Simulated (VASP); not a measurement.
**Pd: single point with LDA**

Pd:

```
Pd
1.0
     2.69027    0.00000    0.00000
    -1.34514    2.32984    0.00000
     0.00000    0.00000    4.53433
Pd
2
Direct
  0.33333 0.66667 0.25000
  0.66667 0.33333 0.75000
```

| Quantity | Value |
| --- | --- |
| Program | VASP 6.6.1 |
| Task | single point |
| Functional | LDA |
| Potentials or basis | VASP PAW LDA potentials, release 64 (Pd) |
| Cutoff | 520 eV |
| k mesh | 22 × 22 × 12 |
| Occupations | fermi-dirac, width 0.05 eV |
| Spin | collinear spin, antiferromagnetic start |
| Starting moments | [0.5, -0.5] μB |

```
Pressure                                              : 0.4 GPa
Band gap on the k mesh                                : zero (filled and empty bands overlap)
Net moment                                            : 0.00 μB per cell
Valence electrons inside the program's atomic spheres : Pd 9.52
```

Stress tensor (GPa, compression positive):
```
 0.71  0.00  0.00
 0.00  0.71  0.00
 0.00  0.00 -0.35
```

Levels at points of the mesh, in eV from the Fermi level:
Spin up:
| k point | band 8 | band 9 | band 10 | band 11 | band 12 | band 13 |
| --- | --- | --- | --- | --- | --- | --- |
| (0.00, 0.00, 0.00) | -1.73 | -1.73 | -0.24 | -0.24 | 0.58 | 7.06 |
| (0.50, 0.00, 0.00) | 0.02 | 0.06 | 0.26 | 2.67 | 4.71 | 9.81 |
| (0.00, 0.00, 0.50) | -2.99 | -0.74 | -0.74 | -0.74 | -0.74 | 14.10 |
| (0.50, 0.00, 0.50) | -0.53 | 0.18 | 0.18 | 2.60 | 2.60 | 8.56 |
Spin down:
```tsv
k point	band 7	band 8	band 9	band 10	band 11	band 12	band 13	band 14
(0.00, 0.00, 0.00)	-2.60	-1.73	-1.73	-0.24	-0.24	0.58	7.06	17.22
(0.50, 0.00, 0.00)	-1.92	0.02	0.06	0.26	2.67	4.71	9.81	10.06
(0.00, 0.00, 0.50)	-2.99	-2.99	-0.74	-0.74	-0.74	-0.74	14.10	14.10
(0.50, 0.00, 0.50)	-0.53	-0.53	0.18	0.18	2.60	2.60	8.56	8.56
```

It used 200 s of CPU time on 1 thread of Intel(R) Xeon(R) Platinum 8488C (Sapphire Rapids) (shared host).
